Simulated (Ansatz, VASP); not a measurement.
## BaF2 in VASP and in Ansatz

```xyz
3
Lattice="0.0000 3.1479 3.1479 3.1479 0.0000 3.1479 3.1479 3.1479 0.0000" Properties=species:S:1:pos:R:3 pbc="T T T"
Ba    0.0000    0.0000    0.0000
F     1.5740    1.5740    1.5740
F     4.7219    4.7219    4.7219
```

Alike in both runs: task single point; functional revPBE; dispersion D3(BJ); k mesh 6 × 6 × 6; occupations gaussian, width 0.05 eV; no spin polarisation.

|  | VASP | Ansatz |
| --- | --- | --- |
| version | VASP 6.6.1 | Ansatz 0.2.0 |
| potentials or method | VASP PAW PBE potentials, release 64 (Ba_sv, F), cutoff 600 eV | scalar-relativistic, plane waves, PAW |
| valence electrons in the cell | 24 | 24 |

Ansatz gave:

| Property | Result |
| --- | --- |
| gap on the k mesh at the Fermi level (eV) | 6.93 |
| least direct gap on the mesh (eV) | 6.98 |
| pressure (GPa) | -1.0 |

Task: Which values does VASP return?

Result: gap on the k mesh at the Fermi level (eV): 6.86; least direct gap on the mesh (eV): 6.91; pressure (GPa): -0.2.

VASP's potentials were made for PBE, not for revPBE.

Neither program's run includes spin-orbit coupling.
